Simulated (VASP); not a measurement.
# BN (P6_3/mmc) in VASP: further runs, part 2 of 2

VASP 6.6.1.

## 5. Single point, PBE+D3(BJ)

This run uses another cell than the first one, of the same volume but with other edges.

Input file INCAR:

```
PREC     = Accurate       # precision mode
ENCUT    = 520            # plane-wave cutoff, eV
EDIFF    = 1E-6           # SCF threshold, eV
ISMEAR   = 0              # smearing method
SIGMA    = 0.05           # smearing width, eV
LREAL    = False          # projectors in reciprocal space
LASPH    = True           # aspherical terms in the spheres
NELM     = 80             # most SCF steps
ALGO     = Normal         # electronic algorithm
ISIF     = 2              # what is computed and relaxed
LWAVE    = False          # write WAVECAR
LCHARG   = True           # write CHGCAR
GGA      = PE             # functional
IVDW     = 12             # dispersion correction
LELF     = True           # ELF
LVHAR    = True         
NBANDS   = 16             # bands
```

Input file KPOINTS:

```
regular mesh
0
Gamma
  12 12 4
```

Input file POSCAR:

```
BN
1.0
    2.2943082580      0.0000000000      0.0000000000
   -1.1471541290      1.9869292355      0.0000000000
    0.0000000000      0.0000000000      7.9344112779
B N
2 2
Direct
    0.3333333333      0.6666666667      0.2500000000
    0.6666666667      0.3333333333      0.7500000000
    0.3333333333      0.6666666667      0.7500000000
    0.6666666667      0.3333333333      0.2500000000
```

Potentials or basis: VASP PAW PBE potentials, release 64 (B, N).

Run with:

```
cat potpaw_PBE.64/B/POTCAR potpaw_PBE.64/N/POTCAR > POTCAR
mpirun -np 1 vasp_std > vasp.out
```

OUTCAR:

```text
PREC = Accurate
   ENCUT = 520
   EDIFF = 1E-6
   ISMEAR = 0
   LREAL = False
   LASPH = True
   NELM = 80
   ISIF = 2
   GGA = PE
   IVDW = 12
 IVDW          = 12

 ion  position               nearest neighbor table
   1  0.333  0.667  0.250-   4 1.32   4 1.32   4 1.32
   2  0.667  0.333  0.750-   3 1.32   3 1.32   3 1.32
   3  0.333  0.667  0.750-   2 1.32   2 1.32   2 1.32
   4  0.667  0.333  0.250-   1 1.32   1 1.32   1 1.32

  LATTYP: Found a hexagonal cell.
 ALAT       =     2.2943082580
 C/A-ratio  =     3.4583021921

  Lattice vectors:

 A1 = (   2.2943082580,   0.0000000000,   0.0000000000)
 A2 = (  -1.1471541290,   1.9869292355,   0.0000000000)
 A3 = (   0.0000000000,   0.0000000000,   7.9344112779)

Analysis of symmetry for initial positions (statically):
=====================================================================
 Subroutine PRICEL returns:
 Original cell was already a primitive cell.

 Routine SETGRP: Setting up the symmetry group for a
 hexagonal supercell.

 Subroutine GETGRP returns: Found 24 space group operations
 (whereof 12 operations were pure point group operations)
 out of a pool of 24 trial point group operations.

The static configuration has the point symmetry D_3d.
 The point group associated with its full space group is D_6h.

Analysis of symmetry for dynamics (positions and initial velocities):
=====================================================================
 Subroutine PRICEL returns:
 Original cell was already a primitive cell.

 Routine SETGRP: Setting up the symmetry group for a
 hexagonal supercell.

 Subroutine GETGRP returns: Found 24 space group operations
 (whereof 12 operations were pure point group operations)
 out of a pool of 24 trial point group operations.

The dynamic configuration has the point symmetry D_3d.
 The point group associated with its full space group is D_6h.

 Subroutine INISYM returns: Found 24 space group operations
 (whereof 12 operations are pure point group operations),
 and found     1 'primitive' translations

----------------------------------------------------------------------------------------

                                     Primitive cell

  volume of cell :      36.1700

  direct lattice vectors                    reciprocal lattice vectors
     2.294308258  0.000000000  0.000000000     0.435861222  0.251644594  0.000000000
    -1.147154129  1.986929235  0.000000000     0.000000000  0.503289187  0.000000000
     0.000000000  0.000000000  7.934411278     0.000000000  0.000000000  0.126033295

  length of vectors
     2.294308258  2.294308258  7.934411278     0.503289187  0.503289187  0.126033295

  position of ions in fractional coordinates (direct lattice)
     0.333333333  0.666666667  0.250000000
     0.666666667  0.333333333  0.750000000
     0.333333333  0.666666667  0.750000000
     0.666666667  0.333333333  0.250000000

  ion indices of the primitive-cell ions
   primitive index   ion index
                 1           1
                 2           2
                 3           3
                 4           4

----------------------------------------------------------------------------------------

 KPOINTS: regular mesh

[... 25 lines left out ...]
  0.083333  0.000000  0.000000      6.000000
  0.166667  0.000000  0.000000      6.000000
  0.250000  0.000000  0.000000      6.000000
  0.333333  0.000000  0.000000      6.000000
  0.416667  0.000000  0.000000      6.000000
[... 16 lines left out ...]
  0.250000  0.000000  0.250000     12.000000
  0.333333  0.000000  0.250000     12.000000
 [... further k-points ...]
   k-points           NKPTS =     57   k-points in BZ     NKDIM =     57   number of bands    NBANDS=     16
   number of dos      NEDOS =    301   number of ions     NIONS =      4
   total plane-waves  NPLWV =  19440
   dimension x,y,z NGX =    18 NGY =   18 NGZ =   60
   dimension x,y,z NGXF=    36 NGYF=   36 NGZF=  120
   ions per type =               2   2
   NGX,Y,Z   is equivalent  to a cutoff of  13.04, 13.04, 12.57 a.u.
   NGXF,Y,Z  is equivalent  to a cutoff of  26.09, 26.09, 25.14 a.u.
 SYSTEM =  unknown system
   PREC   = accura    normal or accurate (medium, high low for compatibility)
   ISTART =      0    job   : 0-new  1-cont  2-samecut
   ICHARG =      2    charge: 1-file 2-atom 10-const
   ISPIN  =      1    spin polarized calculation?
   LNONCOLLINEAR =      F non collinear calculations
   LSORBIT =      F    spin-orbit coupling
   LASPH  =      T    aspherical Exc in radial PAW
   ENCUT  =  520.0 eV  38.22 Ry    6.18 a.u.   4.27  4.27 14.75*2*pi/ulx,y,z
   NELM   =     80;   NELMIN=  2; NELMDL= -5     # of ELM steps
   EDIFF  = 0.1E-05   stopping-criterion for ELM
   LREAL  =      F    real-space projection
   EDIFFG = 0.1E-04   stopping-criterion for IOM
   NSW    =      0    number of steps for IOM
   IBRION =     -1    ionic relax: 0-MD 1-quasi-New 2-CG
   NFREE  =      0    steps in history (QN), initial steepest desc. (CG)
   ISIF   =      2    stress and relaxation
   ISYM   =      2    0-nonsym 1-usesym 2-fastsym
   POTIM  = 0.5000    time-step for ionic-motion
   TEBEG  =    0.0;   TEEND  =   0.0 temperature during run
   PSTRESS=    0.0 pullay stress
   NELECT =      16.0000    total number of electrons
   NUPDOWN=      -1.0000    fix difference up-down
   EMIN   =  10.00;   EMAX   =-10.00  energy-range for DOS
   EFERMI =   0.00;   METHOD = LEGACY
   ISMEAR =     0;   SIGMA  =   0.05  broadening in eV -4-tet -1-fermi 0-gaus
   EFERMI_NEDOS =   21; number of points for ismear=-14 and -15
   IALGO  =     38    algorithm
   IMIX   =      4    mixing-type and parameters
     AMIX     =   0.40;   BMIX     =  1.00
     AMIX_MAG =   1.60;   BMIX_MAG =  1.00
  volume/ion in A,a.u.               =       9.04        61.02
  Fermi-wavevector in a.u.,A,eV,Ry     =   1.247379  2.357205 21.170055  1.555955
  Thomas-Fermi vector in A             =   2.381514
   LORBIT       =      0    0 simple, 1 ext, 2 COOP (PROOUT), +10 PAW based schemes
   GGA     = PE    functional components
   LHFCALC =     F    Hartree Fock is set to
   AEXX    =    0.0000 exact exchange contribution
   IVDW    =    12    specifies the selected vdW correction
   LEPSILON=     F    determine dielectric tensor
   LRPA    =     F    only Hartree local field effects (RPA)
 non-spin polarized calculation
 Gauss-broadening in eV      SIGMA  =   0.05
  energy-cutoff  :      520.00
  volume of cell :       36.17
 maximum number of plane-waves:      1019
 NGX is ok and might be reduce to    18

 number of electron      15.9999992 magnetization

 Free energy of the ion-electron system (eV)
  ---------------------------------------------------
  ext. energy  EPLUGINS =         0.00000000
  ---------------------------------------------------
  free energy    TOTEN  =       -32.90612218 eV

  energy without entropy =      -32.90612218  energy(sigma->0) =      -32.90612218

 E-fermi :   2.3241     XC(G=0):  -9.3607

 val. band max:        2.0671880369   @ k =   0.3333   0.3333   0.5000
 cond. band min:       6.2023080547   @ k =   0.0000   0.0000   0.0000
 fundamental gap:      4.1351200178
 Fermi energy:         2.3240600202

 k-point     1 :       0.0000    0.0000    0.0000
  band No.  band energies     occupation
      1     -17.2873      2.00000
      2     -17.2302      2.00000
      3      -5.0461      2.00000
      4      -4.3464      2.00000
      5       1.1259      2.00000
      6       1.1259      2.00000
[... 433 lines left out ...]
      3      -5.3612      2.00000
      4      -5.3572      2.00000
      5      -1.7657      2.00000
      6      -1.7619      2.00000
[... 8 lines left out ...]
     15      19.4963      0.00000
     16      21.8127      0.00000

 [... further k-points ...]

------------------------ aborting loop because EDIFF is reached ----------------------------------------

 Edisp (eV)   -0.51365

 E8    (eV) :    -0.1474

  FORCE on cell =-STRESS in cart. coord.  units (eV):
  Direction    XX          YY          ZZ          XY          YZ          ZX
  --------------------------------------------------------------------------------------
  -------------------------------------------------------------------------------------
  Total      26.50399    26.50399    -0.57279    -0.00000    -0.00000     0.00000
  in kB    1174.01331  1174.01331   -25.37212    -0.00000    -0.00000     0.00000
  external pressure =      774.22 kB  Pullay stress =        0.00 kB

 VOLUME and BASIS-vectors are now :
 -----------------------------------------------------------------------------
  energy-cutoff  :      520.00
  volume of cell :       36.17
      direct lattice vectors                 reciprocal lattice vectors
     2.294308258  0.000000000  0.000000000     0.435861222  0.251644594  0.000000000
    -1.147154129  1.986929235  0.000000000     0.000000000  0.503289187  0.000000000
     0.000000000  0.000000000  7.934411278     0.000000000  0.000000000  0.126033295

 POSITION                                       TOTAL-FORCE (eV/Angst)
 -----------------------------------------------------------------------------------
     -0.00000      1.32462      1.98360        -0.000000      0.000000      0.000000
      1.14715      0.66231      5.95081        -0.000000     -0.000000      0.000000
     -0.00000      1.32462      5.95081        -0.000000      0.000000      0.000000
      1.14715      0.66231      1.98360         0.000000     -0.000000      0.000000
 -----------------------------------------------------------------------------------
    total drift:                               -0.000000      0.000000      0.000000

  FREE ENERGIE OF THE ION-ELECTRON SYSTEM (eV)
  ---------------------------------------------------
  free  energy   TOTEN  =       -33.4197758389 eV

  energy  without entropy=      -33.4197758389  energy(sigma->0) =      -33.41977584
```

It took 40 s on 1 thread of Intel Xeon Platinum 8375C at 2.90GHz (Ice Lake), shared host; peak memory 0.17 GiB.

What came out:

```
Free energy                : -33.4198 eV
Pressure                   : 77.4 GPa
Band gap on the k mesh     : 4.14 eV, indirect (least direct gap 5.07 eV)
Dispersion energy per atom : -0.128 eV
```

## 6. The runs side by side

```csv
cell,gap on the mesh (eV),pressure (GPa)
"a = 2.538, b = 2.538, c = 6.482 Å, angles 90.0, 90.0, 120.0°, 4 atoms",4.14,-8.5
"a = 2.464, b = 2.464, c = 6.881 Å, angles 90.0, 90.0, 120.0°, 4 atoms",4.41,12.7
"a = 2.697, b = 2.697, c = 5.740 Å, angles 90.0, 90.0, 120.0°, 4 atoms",3.60,-41.1
"a = 2.294, b = 2.294, c = 7.934 Å, angles 90.0, 90.0, 120.0°, 4 atoms",4.14,77.4
```

Alike in all rows: task single point; level PBE+D3(BJ); potentials or basis VASP PAW PBE potentials, release 64 (B, N); no spin polarisation; k mesh 12 × 12 × 4; cutoff (eV) 520; smearing gaussian 0.05 eV.

Total energies depend on the potentials used, so only differences within one code and one set of settings carry meaning.
